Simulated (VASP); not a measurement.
# TiRh (P4/mmm) in VASP: a series of runs, part 2 of 2

VASP 6.6.1.

### 4 Single point, LDA (volume scaled by 0.4)

File INCAR:

```
SYSTEM = TiRh
PREC = Accurate ; ENCUT = 520
EDIFF = 1E-6 ; ISMEAR = -1
SIGMA = 0.05 ; LREAL = .FALSE.
LASPH = .TRUE. ; NELM = 100
ALGO = Normal ; ISIF = 2
LWAVE = .FALSE. ; LCHARG = .FALSE.
NBANDS = 20
```

File KPOINTS:

```
Automatic mesh
0
G
  12 12 11
  0 0 0
```

File POSCAR:

```
TiRh
1.0
    2.0692832688      0.0000000000      0.0000000000
    0.0000000000      2.0692832688      0.0000000000
    0.0000000000      0.0000000000      2.7939980078
Ti Rh
1 1
Direct
    0.5000000000      0.5000000000      0.5000000000
    0.0000000000      0.0000000000      0.0000000000
```

Potentials or basis: VASP PAW LDA potentials, release 64 (Ti_sv, Rh_pv).

Run with:

```
$ cat potpaw_LDA.64/Ti_sv/POTCAR potpaw_LDA.64/Rh_pv/POTCAR > POTCAR
$ mpirun -np 1 vasp_std > vasp.out
```

OUTCAR:

```text
SYSTEM = TiRh
   PREC = Accurate
   ENCUT = 520
   EDIFF = 1E-6
   ISMEAR = -1
   LREAL = .FALSE.
   LASPH = .TRUE.
   NELM = 100
   ISIF = 2

 ion  position               nearest neighbor table
   1  0.500  0.500  0.500-   2 2.02   2 2.02   2 2.02   2 2.02   2 2.02   2 2.02   2 2.02   2 2.02

   2  0.000  0.000  0.000-   1 2.02   1 2.02   1 2.02   1 2.02   1 2.02   1 2.02   1 2.02   1 2.02

  LATTYP: Found a simple tetragonal cell.
 ALAT       =     2.0692832688
 C/A-ratio  =     1.3502250030

  Lattice vectors:

 A1 = (   2.0692832688,   0.0000000000,   0.0000000000)
 A2 = (   0.0000000000,   2.0692832688,   0.0000000000)
 A3 = (   0.0000000000,   0.0000000000,   2.7939980078)

Analysis of symmetry for initial positions (statically):
=====================================================================
 Subroutine PRICEL returns:
 Original cell was already a primitive cell.

 Routine SETGRP: Setting up the symmetry group for a
 simple tetragonal supercell.

 Subroutine GETGRP returns: Found 16 space group operations
 (whereof 16 operations were pure point group operations)
 out of a pool of 16 trial point group operations.

The static configuration has the point symmetry D_4h.

[... 157 lines left out ...]

  energy without entropy =        7.81163417  energy(sigma->0) =        7.80901062

 E-fermi :  29.9267     XC(G=0): -19.1604

 val. band max:       29.8945141918   @ k =   0.2500   0.1667   0.1818
 cond. band min:      29.9484021692   @ k =   0.5000   0.0833   0.0000
 fundamental gap:      0.0538879774
 Fermi energy:        29.9267047635

 k-point     1 :       0.0000    0.0000    0.0000
  band No.  band energies     occupation
      1     -27.6461      2.00000
      2     -21.6906      2.00000
      3     -18.7690      2.00000
      4     -18.7690      2.00000
      5      -2.8696      2.00000
      6      -0.6710      2.00000
[... 541 lines left out ...]
     19      48.0071      0.00000
     20      48.5278      0.00000

 [... further k-points ...]

------------------------ aborting loop because EDIFF is reached ----------------------------------------

  FORCE on cell =-STRESS in cart. coord.  units (eV):
  Direction    XX          YY          ZZ          XY          YZ          ZX
  --------------------------------------------------------------------------------------
  -------------------------------------------------------------------------------------
  Total       80.4157335     80.4157335     80.0602476      0.0000000     -0.0000000     -0.0000000
  in kB    10769.2541274  10769.2541274  10721.6475545      0.0000000     -0.0000000     -0.0000000
  external PRESSURE =   10753.3852697 kB  Pullay stress =       0.0000000 kB

 VOLUME and BASIS-vectors are now :
 -----------------------------------------------------------------------------
  energy-cutoff  :      520.00
  volume of cell :       11.96
      direct lattice vectors                 reciprocal lattice vectors
     2.069283269  0.000000000  0.000000000     0.483259114  0.000000000  0.000000000
     0.000000000  2.069283269  0.000000000     0.000000000  0.483259114  0.000000000
     0.000000000  0.000000000  2.793998008     0.000000000  0.000000000  0.357910062

 POSITION                                       TOTAL-FORCE (eV/Angst)
 -----------------------------------------------------------------------------------
      1.03464      1.03464      1.39700         0.000000      0.000000      0.000000
      0.00000      0.00000      0.00000         0.000000      0.000000      0.000000
 -----------------------------------------------------------------------------------
    total drift:                                0.000000      0.000000      0.000000

  FREE ENERGIE OF THE ION-ELECTRON SYSTEM (eV)
  ---------------------------------------------------
  free  energy   TOTEN  =         7.8063870729 eV

  energy  without entropy=        7.8116341697  energy(sigma->0) =        7.80901062
```

OSZICAR:

```text
N       E                     dE             d eps       ncg     rms          rms(c)
DAV:   1     0.289349364969E+03    0.28935E+03   -0.13818E+04  7024   0.182E+03
DAV:   2     0.216631612456E+02   -0.26769E+03   -0.25810E+03  6772   0.494E+02
DAV:   3     0.843047004247E+01   -0.13233E+02   -0.12703E+02  9508   0.107E+02
DAV:   4     0.808230706362E+01   -0.34816E+00   -0.34749E+00  7652   0.149E+01
DAV:   5     0.807557578327E+01   -0.67313E-02   -0.67294E-02  7824   0.179E+00    0.857E+01
DAV:   6     0.814128875933E+01    0.65713E-01   -0.16027E+00  8728   0.165E+01    0.527E+01
DAV:   7     0.762730187559E+01   -0.51399E+00   -0.32327E+00 10056   0.218E+01    0.599E+00
DAV:   8     0.783157483509E+01    0.20427E+00   -0.98874E-01  8144   0.146E+01    0.206E+00
DAV:   9     0.780732260806E+01   -0.24252E-01   -0.16563E-01  7060   0.419E+00    0.391E-01
DAV:  10     0.780729644245E+01   -0.26166E-04   -0.73037E-03  8204   0.828E-01    0.261E-01
DAV:  11     0.780642019573E+01   -0.87625E-03   -0.60234E-03  7200   0.620E-01    0.154E-01
DAV:  12     0.780639042611E+01   -0.29770E-04   -0.96856E-04  7308   0.257E-01    0.235E-02
DAV:  13     0.780638914792E+01   -0.12782E-05   -0.46726E-05  7328   0.565E-02    0.140E-02
DAV:  14     0.780638709654E+01   -0.20514E-05   -0.58494E-06  7216   0.194E-02    0.160E-03
DAV:  15     0.780638707289E+01   -0.23651E-07   -0.29215E-07  4388   0.489E-03
   1 F= 0.78063871E+01 E0= 0.78090106E+01  d E =-.524710E-02
```

stdout:

```text
POSCAR found type information on POSCAR TiRh
 POSCAR found :  2 types and       2 ions
 scaLAPACK will be used
 LDA part: xc-table for (Slater(with rela. corr.)+CA(PZ))
 , standard interpolation
 POSCAR, INCAR and KPOINTS ok, starting setup
 FFT: planning ... GRIDC
 FFT: planning ... GRID_SOFT
 FFT: planning ... GRID
 WAVECAR not read
 entering main loop
```

Wall time 38 s (1 thread of Intel Xeon Platinum 8259CL at 2.50GHz (Skylake/Cascade Lake), shared host); peak memory 0.15 GiB.

The run converged, but its numbers aren't listed here, since they failed a check.

Caveat: the cell differs from its parent crystal (volume scaled by 0.4).

### 5 Single point, LDA

This run uses another cell than the first one, of the same volume but with other edges.

File INCAR:

```
PREC = Accurate
ENCUT = 520
EDIFF = 1E-7
ISMEAR = -1
SIGMA = 0.05
LREAL = F
LASPH = T
NELM = 60
ALGO = Normal
ISIF = 2
LWAVE = F
LCHARG = F
GGA = CA
NBANDS = 20
```

File KPOINTS:

```
regular mesh
0
Gamma
  12 12 11
```

File POSCAR:

```
TiRh
1.0
    2.2386528970      0.0000000000      0.0000000000
    0.0000000000      2.2386528970      0.0000000000
    0.0000000000      0.0000000000      2.9840251196
Ti Rh
1 1
Direct
    0.5000000000      0.5000000000      0.5000000000
    0.0000000000      0.0000000000      0.0000000000
```

Potentials or basis: VASP PAW LDA potentials, release 64 (Ti_sv, Rh_pv).

Run with:

```
$ cat potpaw_LDA.64/Ti_sv/POTCAR potpaw_LDA.64/Rh_pv/POTCAR > POTCAR
$ mpirun -np 1 vasp_std > vasp.out
```

OUTCAR:

```text
PREC = Accurate
   ENCUT = 520
   EDIFF = 1E-7
   ISMEAR = -1
   LREAL = F
   LASPH = T
   NELM = 60
   ISIF = 2
   GGA = CA

 ion  position               nearest neighbor table
   1  0.500  0.500  0.500-   2 2.18   2 2.18   2 2.18   2 2.18   2 2.18   2 2.18   2 2.18   2 2.18

   2  0.000  0.000  0.000-   1 2.18   1 2.18   1 2.18   1 2.18   1 2.18   1 2.18   1 2.18   1 2.18

  LATTYP: Found a simple tetragonal cell.
 ALAT       =     2.2386528970
 C/A-ratio  =     1.3329556912

  Lattice vectors:

 A1 = (   2.2386528970,   0.0000000000,   0.0000000000)
 A2 = (   0.0000000000,   2.2386528970,   0.0000000000)
 A3 = (   0.0000000000,   0.0000000000,   2.9840251196)

Analysis of symmetry for initial positions (statically):
=====================================================================
 Subroutine PRICEL returns:
 Original cell was already a primitive cell.

 Routine SETGRP: Setting up the symmetry group for a
 simple tetragonal supercell.

 Subroutine GETGRP returns: Found 16 space group operations
[... 160 lines left out ...]
  ---------------------------------------------------
  free energy    TOTEN  =        -6.26240580 eV

  energy without entropy =       -6.25485556  energy(sigma->0) =       -6.25863068

 E-fermi :  23.6111     XC(G=0): -17.5444

 val. band max:       23.5807466384   @ k =   0.5000   0.1667   0.3636
 cond. band min:      23.6186290693   @ k =   0.4167   0.0833   0.0000
 fundamental gap:      0.0378824309
 Fermi energy:        23.6111429544

 k-point     1 :       0.0000    0.0000    0.0000
  band No.  band energies     occupation
      1     -32.6278      2.00000
      2     -25.5602      2.00000
      3     -24.0245      2.00000
      4     -24.0245      2.00000
      5      -8.8296      2.00000
      6      -7.3417      2.00000
[... 541 lines left out ...]
     19      36.8368      0.00000
     20      42.9704      0.00000

 [... further k-points ...]

------------------------ aborting loop because EDIFF is reached ----------------------------------------

  FORCE on cell =-STRESS in cart. coord.  units (eV):
  Direction    XX          YY          ZZ          XY          YZ          ZX
  --------------------------------------------------------------------------------------
  -------------------------------------------------------------------------------------
  Total       47.7599236     47.7599236     47.5980267      0.0000000      0.0000000      0.0000000
  in kB     5116.7972490   5116.7972490   5099.4522873      0.0000000      0.0000000      0.0000000
  external PRESSURE =    5111.0155951 kB  Pullay stress =       0.0000000 kB

 VOLUME and BASIS-vectors are now :
 -----------------------------------------------------------------------------
  energy-cutoff  :      520.00
  volume of cell :       14.95
      direct lattice vectors                 reciprocal lattice vectors
     2.238652897  0.000000000  0.000000000     0.446697209  0.000000000  0.000000000
     0.000000000  2.238652897  0.000000000     0.000000000  0.446697209  0.000000000
     0.000000000  0.000000000  2.984025120     0.000000000  0.000000000  0.335117822

 POSITION                                       TOTAL-FORCE (eV/Angst)
 -----------------------------------------------------------------------------------
      1.11933      1.11933      1.49201         0.000000      0.000000      0.000000
      0.00000      0.00000      0.00000         0.000000      0.000000      0.000000
 -----------------------------------------------------------------------------------
    total drift:                                0.000000     -0.000000     -0.000000

  FREE ENERGIE OF THE ION-ELECTRON SYSTEM (eV)
  ---------------------------------------------------
  free  energy   TOTEN  =        -6.2624057971 eV

  energy  without entropy=       -6.2548555644  energy(sigma->0) =       -6.25863068
```

OSZICAR:

```text
N       E                     dE             d eps       ncg     rms          rms(c)
DAV:   1     0.295172555262E+03    0.29517E+03   -0.14073E+04  6848   0.178E+03
DAV:   2     0.100558299416E+02   -0.28512E+03   -0.27505E+03  6856   0.497E+02
DAV:   3    -0.579668333818E+01   -0.15853E+02   -0.15364E+02 10300   0.111E+02
DAV:   4    -0.618151901385E+01   -0.38484E+00   -0.38399E+00  7564   0.144E+01
DAV:   5    -0.619099193017E+01   -0.94729E-02   -0.94723E-02  8268   0.181E+00    0.494E+01
DAV:   6    -0.609793053521E+01    0.93061E-01   -0.54574E-01  9140   0.669E+00    0.272E+01
DAV:   7    -0.625000203796E+01   -0.15207E+00   -0.75154E-01 10384   0.769E+00    0.333E+00
DAV:   8    -0.624388271565E+01    0.61193E-02   -0.12540E-01  7892   0.447E+00    0.169E+00
DAV:   9    -0.626273513773E+01   -0.18852E-01   -0.76882E-02  7356   0.284E+00    0.489E-01
DAV:  10    -0.626197131438E+01    0.76382E-03   -0.48710E-03  8412   0.711E-01    0.197E-01
DAV:  11    -0.626237853036E+01   -0.40722E-03   -0.26925E-03  7492   0.423E-01    0.658E-02
DAV:  12    -0.626240534449E+01   -0.26814E-04   -0.21382E-04  7888   0.107E-01    0.144E-02
DAV:  13    -0.626240562162E+01   -0.27712E-06   -0.33141E-06  8104   0.140E-02    0.620E-03
DAV:  14    -0.626240581380E+01   -0.19219E-06   -0.46789E-07  7740   0.648E-03    0.265E-03
DAV:  15    -0.626240579711E+01    0.16692E-07   -0.57760E-08  5268   0.225E-03
   1 F= -.62624058E+01 E0= -.62586307E+01  d E =-.755023E-02
```

It took 66 s on 1 thread of Intel Xeon Platinum 8259CL at 2.50GHz (Skylake/Cascade Lake), shared host; peak memory 0.16 GiB.

What came out:

```yaml
Free_energy: -6.2624 eV
Pressure: 511.1 GPa
```

Stress tensor (GPa, compression positive):
```
511.68   0.00   0.00
  0.00 511.68   0.00
  0.00   0.00 509.95
```

### 6 Single point, LDA

This run uses another cell than the first one, of 13.46 Å³/atom, 1.800 times its volume.

File INCAR:

```
SYSTEM = TiRh
  PREC = Accurate
  ENCUT = 520
  EDIFF = 1E-7
  ISMEAR = -1
  SIGMA = 0.05
  LREAL = .False.
  LASPH = .True.
  NELM = 100
  ALGO = Normal
  ISIF = 2
  LWAVE = .False.
  LCHARG = .True.
  GGA = CA
  LELF = .True.
  LVHAR = .True.
  NBANDS = 20
```

File KPOINTS:

```
Automatic mesh
0
Gamma
  12 12 11
  0 0 0
```

File POSCAR:

```
TiRh
1.0
    2.8410417492      0.0000000000      0.0000000000
    0.0000000000      2.8410417492      0.0000000000
    0.0000000000      0.0000000000      3.3349802879
Ti Rh
1 1
Direct
    0.5000000000      0.5000000000      0.5000000000
    0.0000000000      0.0000000000      0.0000000000
```

Potentials or basis: VASP PAW LDA potentials, release 64 (Ti_sv, Rh_pv).

Run with:

```
$ cat potpaw_LDA.64/Ti_sv/POTCAR potpaw_LDA.64/Rh_pv/POTCAR > POTCAR
$ mpirun -np 1 vasp_std > vasp.out
```

It took 1.8 min on 1 thread of Intel Xeon Platinum 8259CL at 2.50GHz (Skylake/Cascade Lake), shared host; peak memory 0.2 GiB.

The run converged. Its results:

| Property | Result |
| --- | --- |
| Free energy | -18.7113 eV |
| Pressure | 11.3 GPa |

Levels at points of the mesh, in eV from the Fermi level:
```csv
k point,band 10,band 11,band 12,band 13,band 14,band 15,band 16,band 17
"(0.00, 0.00, 0.00)",-5.70,-2.66,-2.66,-1.59,0.17,1.53,3.01,3.18
"(0.50, 0.00, 0.00)",-3.48,-3.21,-2.53,-1.73,-1.08,-0.42,0.80,1.86
"(0.50, 0.50, 0.00)",-4.82,-4.82,-0.10,1.15,2.11,2.11,2.61,3.42
```

### 7 Overview

```csv
task,cell,cutoff (eV),gap on the mesh (eV),pressure (GPa)
relaxation of shape and atoms at fixed volume,"relaxed from a = 2.372, b = 2.372, c = 2.659 Å, 2 atoms",600,none,511.0
single point,"a = 2.239, b = 2.239, c = 2.984 Å, 2 atoms",520,none,511.1
single point,"a = 2.841, b = 2.841, c = 3.335 Å, 2 atoms",520,none,11.3
```

Alike in all rows: level LDA; potentials or basis VASP PAW LDA potentials, release 64 (Ti_sv, Rh_pv); no spin polarisation; k mesh 12 × 12 × 11; smearing fermi-dirac 0.05 eV.

Absolute energies hang on the potentials; compare differences alone.
